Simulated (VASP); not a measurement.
Set up this calculation in VASP 6.6.1, as the native input.

```
Task                   : single point
Functional             : LDA
Potentials or basis    : VASP PAW LDA potentials, release 64 (Pb_d, F)
Cutoff                 : 520 eV
k mesh                 : 4 × 4 × 4
Occupations            : gaussian, width 0.01 eV
Spin                   : no spin polarisation
Dipole correction      : no
Further INCAR settings : ALGO = Normal; EDIFF = 1e-06; NBANDS = 21
```

The structure of PbF2 lies in POSCAR:

```
PbF2
1.0
    0.0000000000      2.9604390429      2.9604390429
    2.9604390429      0.0000000000      2.9604390429
    2.9604390429      2.9604390429      0.0000000000
Pb F
1 2
Direct
    0.0000000000      0.0000000000      0.0000000000
    0.2500000000      0.2500000000      0.2500000000
    0.7500000000      0.7500000000      0.7500000000
```

One way to write it, as run:

INCAR

```
PREC = Accurate ; ENCUT = 520
EDIFF = 1E-6 ; ISMEAR = 0
SIGMA = 0.01 ; LREAL = False
LASPH = True ; NELM = 80
ALGO = Normal ; ISIF = 2
LWAVE = False ; LCHARG = True
LELF = True ; LVHAR = True
NBANDS = 21
```

KPOINTS

```
regular mesh
0
Gamma
  4 4 4
```

Potentials or basis: VASP PAW LDA potentials, release 64 (Pb_d, F).

Launch:

```sh
$ cat potpaw_LDA.64/Pb_d/POTCAR potpaw_LDA.64/F/POTCAR > POTCAR
$ mpirun -np 1 vasp_std > vasp.out
```

Results of the run:

```
Pressure               : -4.3 GPa
Band gap on the k mesh : 4.22 eV, indirect (least direct gap 4.38 eV)
```

Caveat: the k points lie up to 0.46 Å⁻¹ apart; spin-orbit coupling is left out, which moves the levels of the heavy elements.

Run time: 11 s on 1 thread of Oxide Virtual Turin-like Processor, on a shared host, peak memory 0.12 GiB.
